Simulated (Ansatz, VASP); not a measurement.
**HfB2: VASP beside Ansatz**

The input INCAR:

```
PREC     = Accurate       # precision mode
ENCUT    = 600            # plane-wave cutoff, eV
EDIFF    = 1E-6           # SCF threshold, eV
ISMEAR   = -1             # smearing method
SIGMA    = 0.1            # smearing width, eV
LREAL    = F              # projectors in reciprocal space
LASPH    = T              # aspherical terms in the spheres
NELM     = 100            # most SCF steps
ALGO     = Normal         # electronic algorithm
ISIF     = 3              # what is computed and relaxed
LWAVE    = F              # write WAVECAR
LCHARG   = F              # write CHGCAR
IBRION   = 2              # ionic algorithm
NSW      = 80             # ionic steps
EDIFFG   = -0.01          # ionic threshold
```

KPOINTS

```
Automatic mesh
0
Gamma
  12 12 9
```

POSCAR

```
HfB2
1.0
    3.1400000000      0.0000000000      0.0000000000
   -1.5700000000      2.7193197700      0.0000000000
    0.0000000000      0.0000000000      3.4800000000
Hf B
1 2
Direct
    0.0000000000      0.0000000000      0.0000000000
    0.3333333300      0.6666666700      0.5000000000
    0.6666666700      0.3333333300      0.5000000000
```

Input for Ansatz:

```yaml
crystal:
  lattice:
    - [3.14, 0.0, 0.0]
    - [-1.57, 2.71931977, 0.0]
    - [0.0, 0.0, 3.48]
  atoms:
    - { symbol: Hf, position: [0.0, 0.0, 0.0] }
    - { symbol: B, position: [0.33333333, 0.66666667, 0.5] }
    - { symbol: B, position: [0.66666667, 0.33333333, 0.5] }
  symmetry: { tolerance: 0.0003 }
hamiltonian:
  xc: lda
  pseudopotentials: { kind: paw, azcp: { folder: soft_1 } }
basis:
  ecutwfc: 420
magnetization:
  spin_polarized: false
scf:
  occupations: { method: fermi_dirac, width: 0.1 }
kpoints:
  mp_grid: { grid: [12, 12, 9], shift: [0, 0, 0] }
output:
  forces: true
  stress: true
  eigenvalues: true
relax:
  max_steps: 60
  cell: {}
```

Alike in both runs: task relaxation of cell and atoms; functional LDA; k mesh 12 × 12 × 9; occupations fermi-dirac, width 0.1 eV; no spin polarisation.

```csv
,VASP,Ansatz
version,VASP 6.6.1,Ansatz 0.2.0
potentials or method,"VASP PAW LDA potentials, release 64 (Hf_pv, B), cutoff 600 eV",PAW plane waves
valence electrons in the cell,16,32
```

Ansatz gave:

- gap on the k mesh at the Fermi level, each at its own relaxed structure (eV): none
- relaxed volume (Å³/atom): 9.51
- relaxed cell length with the largest relative difference (Å): 3.424

**Question.** Estimate VASP's values.

**Answer.** gap on the k mesh at the Fermi level, each at its own relaxed structure (eV): none; relaxed volume (Å³/atom): 9.53; relaxed cell length with the largest relative difference (Å): 3.430.

Ansatz warns that its potentials were made for another functional, while VASP's fit it. LDA's correlation is that of Perdew and Zunger in VASP and of Perdew and Wang (1992) in Ansatz. A gap of «none» marks a metal or a gap that the smearing closes. VASP's potentials hold 16 valence electrons a cell and Ansatz's 32, so a difference there can come from the potentials and not from the codes.

Neither program's run includes spin-orbit coupling.
